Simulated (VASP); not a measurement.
Set up this calculation in VASP 6.6.1, as the native input.

| Property | Result |
| --- | --- |
| Task | electric field gradients |
| Functional | LDA |
| Potentials or basis | VASP PAW LDA potentials, release 64 (Sb_d_GW, Pt_sv_GW) |
| Cutoff | 430 eV |
| k mesh | 11 × 11 × 8 |
| Occupations | fermi-dirac, width 0.08 eV |
| Spin | no spin polarisation |
| Dipole correction | no |
| Further INCAR settings | ALGO = Normal; EDIFF = 1e-08; NBANDS = 41 |

The structure of SbPt lies in POSCAR:

```
SbPt
1.0
    4.1161850655      0.0000000000      0.0000000000
   -2.0580925328      3.5647208334      0.0000000000
    0.0000000000      0.0000000000      5.4536988600
Sb Pt
2 2
Direct
    0.3333333333      0.6666666667      0.2500000000
    0.6666666667      0.3333333333      0.7500000000
    0.0000000000      0.0000000000      0.0000000000
    0.0000000000      0.0000000000      0.5000000000
```

These files were run (other wordings do the same):

INCAR

```
SYSTEM = SbPt
ALGO     = Normal         ! electronic algorithm
EDIFF    = 1E-8           ! SCF threshold, eV
ENCUT    = 430            ! plane-wave cutoff, eV
GGA      = CA             ! functional
GGA_COMPAT= .FALSE.      
ISIF     = 2              ! what is computed and relaxed
ISMEAR   = -1             ! smearing method
LASPH    = .TRUE.         ! aspherical terms in the spheres
LCHARG   = .FALSE.        ! write CHGCAR
LEFG     = .TRUE.       
LREAL    = .FALSE.        ! projectors in reciprocal space
LWAVE    = .FALSE.        ! write WAVECAR
NBANDS   = 41             ! bands
NELM     = 120            ! most SCF steps
PREC     = Accurate       ! precision mode
SIGMA    = 0.08           ! smearing width, eV
```

KPOINTS

```
k-points
0
G
  11 11 8
  0 0 0
```

Potentials or basis: VASP PAW LDA potentials, release 64 (Sb_d_GW, Pt_sv_GW).

The run is started by

```bash
$ cat potpaw_LDA.64/Sb_d_GW/POTCAR potpaw_LDA.64/Pt_sv_GW/POTCAR > POTCAR
$ mpirun -np 1 vasp_std > vasp.out
```

Results of the run:

```json
{"Pressure": "0.2 GPa", "Band gap on the k mesh": "zero (bands 33 and 34 overlap by 4.01 eV)", "Largest electric field gradient by atom": "Sb +18.1; Pt -108.0 V/Å²"}
```

Caveat: without QUAD_EFG the Cq values of the log hold for a quadrupole moment of 1 mb, not for the nuclei; spin-orbit coupling is left out, which moves the levels of the heavy elements.

Wall time 4.8 min on 1 thread of Intel(R) Xeon(R) Platinum 8375C CPU @ 2.90GHz (Ice Lake) (shared host), peak memory 0.3 GiB.
